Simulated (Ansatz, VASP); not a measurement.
Given: the input of a run of Ansatz 0.2.0 on Nb.

The input input.yaml:

```yaml
crystal:
  lattice:
    - [0.0, 2.1564811194, 2.1564811194]
    - [2.1564811194, 0.0, 2.1564811194]
    - [2.1564811194, 2.1564811194, 0.0]
  atoms:
    - { symbol: Nb, position: [0.0, 0.0, 0.0], spin: 0.5 }
kpoints:
  mp_grid: { grid: [11, 11, 11] }
scf:
  occupations: { method: gaussian, width: 0.15 }
hamiltonian:
  xc: { exchange: b88, correlation: pbe }
  pseudopotentials: { kind: all_electron, lapw: { basis_error: 0.0005 } }
magnetization:
  spin_polarized: true
output:
  forces: true
  stress: true
  eigenvalues: true
```

Potentials or basis: all-electron LAPW, scalar-relativistic.

Run with:

```sh
$ ansatz run input.yaml --threads 1 --pin off --max-ram 2560MiB --backend cpu --events-out ev --progress --plain --runs-dir out
```

Question: Set up the same calculation for VASP 6.6.1. Potentials there: VASP PAW PBE potentials, release 64 (Nb_sv).

Answer: As run (the cutoff follows the program's own potentials):

INCAR

```
SYSTEM = Nb
PREC = Accurate
ENCUT = 500
EDIFF = 1E-6
ISMEAR = 0
SIGMA = 0.15
LREAL = .FALSE.
LASPH = .TRUE.
NELM = 200
ALGO = Normal
ISIF = 2
LWAVE = .FALSE.
LCHARG = .FALSE.
ISPIN = 2
MAGMOM = 0.5
LORBIT = 11
LMAXMIX = 4
GGA = LIBXC
LIBXC1 = GGA_X_B88
LIBXC2 = GGA_C_PBE
NBANDS = 16
GGA_COMPAT = .FALSE.
```

File KPOINTS:

```
Automatic mesh
0
G
  11 11 11
  0 0 0
```

File POSCAR:

```
Nb
1.0
    0.0000000000      2.1564811194      2.1564811194
    2.1564811194      0.0000000000      2.1564811194
    2.1564811194      2.1564811194      0.0000000000
Nb
1
Direct
    0.0000000000      0.0000000000      0.0000000000
```

Potentials or basis: VASP PAW PBE potentials, release 64 (Nb_sv).

The run is started by

```console
$ cat potpaw_PBE.64/Nb_sv/POTCAR > POTCAR
$ mpirun -np 1 vasp_std > vasp.out
```

Both were run:

|  | VASP | Ansatz | Ansatz less VASP |
| --- | --- | --- | --- |
| gap on the k mesh at the Fermi level (eV) | none | none | - |
| pressure (GPa) | -10.5 | -10.2 | +0.27 |
| net moment per atom (μB) | 0.00 | 0.00 | 0.000 |

VASP's potentials were made for PBE, not for b88 exchange, pbe correlation. A gap of «none» marks a metal or a gap that the smearing closes. Ansatz ran all-electron here, and VASP with PAW potentials.
